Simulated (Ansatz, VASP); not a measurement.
## AlN: VASP beside Ansatz

INCAR

```
SYSTEM = AlN
PREC     = Accurate       ! precision mode
ENCUT    = 520            ! plane-wave cutoff, eV
EDIFF    = 1E-6           ! SCF threshold, eV
ISMEAR   = 0              ! smearing method
SIGMA    = 0.05           ! smearing width, eV
LREAL    = .FALSE.        ! projectors in reciprocal space
LASPH    = .TRUE.         ! aspherical terms in the spheres
NELM     = 100            ! most SCF steps
ALGO     = Normal         ! electronic algorithm
ISIF     = 2              ! what is computed and relaxed
LWAVE    = .FALSE.        ! write WAVECAR
LCHARG   = .FALSE.        ! write CHGCAR
GGA      = PS             ! functional
NBANDS   = 26             ! bands
```

KPOINTS

```
regular mesh
0
G
  8 8 8
  0 0 0
```

File POSCAR:

```
AlN
1.0
   -3.1135599857      0.0000000000      0.0000000000
    0.0000000000      5.3928440876      0.0000000000
    1.5567799928     -2.6964220438     -4.9833504711
Al N
4 4
Direct
    1.0218557152      0.3325782749      0.9984898831
    0.5218557152      0.8325782749      0.9984898831
    0.2266341679      0.9159116082      0.4984898831
    0.7266341679      0.4159116082      0.4984898831
    0.7880550253      0.1415883918      0.6165101169
    0.2880550253      0.6415883918      0.6165101169
    0.0784550916      0.7249217251      0.1165101169
    0.5784550916      0.2249217251      0.1165101169
```

Input for Ansatz:

```yaml
crystal:
  lattice:
    - [-3.1135599857, 0.0, 0.0]
    - [0.0, 5.3928440876, 0.0]
    - [1.5567799928, -2.6964220438, -4.9833504711]
  atoms:
    - { symbol: Al, position: [1.0218557152, 0.3325782749, 0.9984898831] }
    - { symbol: Al, position: [0.5218557152, 0.8325782749, 0.9984898831] }
    - { symbol: Al, position: [0.2266341679, 0.9159116082, 0.4984898831] }
    - { symbol: Al, position: [0.7266341679, 0.4159116082, 0.4984898831] }
    - { symbol: "N", position: [0.7880550253, 0.1415883918, 0.6165101169] }
    - { symbol: "N", position: [0.2880550253, 0.6415883918, 0.6165101169] }
    - { symbol: "N", position: [0.0784550916, 0.7249217251, 0.1165101169] }
    - { symbol: "N", position: [0.5784550916, 0.2249217251, 0.1165101169] }
basis:
  ecutwfc: 520.0
kpoints:
  mp_grid: { grid: [8, 8, 8] }
hamiltonian:
  xc: pbesol
  pseudopotentials: { kind: paw, azcp: { folder: soft_1 } }
scf:
  occupations: { method: gaussian, width: 0.05 }
output:
  forces: true
  stress: true
  eigenvalues: true
  write_density: true
  write_potential: true
  elf: true
  volumetric_format: npy
```

Change from the starting cell: mode 4 frozen in at -0.070 Å and mode 15 at +0.000 Å (largest displacements).

Alike in both runs: task single point; functional PBEsol; k mesh 8 × 8 × 8; occupations gaussian, width 0.05 eV; no spin polarisation.

```csv
,VASP,Ansatz
version,VASP 6.6.1,Ansatz 0.2.0
potentials or method,"VASP PAW PBE potentials, release 64 (Al, N), cutoff 520 eV","scalar-relativistic, plane waves, PAW"
valence electrons in the cell,32,32
```

```tsv
	VASP	Ansatz	Ansatz less VASP
gap on the k mesh at the Fermi level (eV)	4.05	4.04	-0.016
least direct gap on the mesh (eV)	4.05	4.04	-0.016
pressure (GPa)	-0.1	-0.1	-0.02
traceless stress, the component that is largest in VASP (GPa)	-0.31	-0.31	-0.002
rms of the force components (eV/Å)	0.176	0.175	-0.0007
```

VASP's potentials were made for PBE, not for PBEsol, and Ansatz warns of the same on its side. Atom by atom the forces differ by 0.001 eV/Å (rms over components).
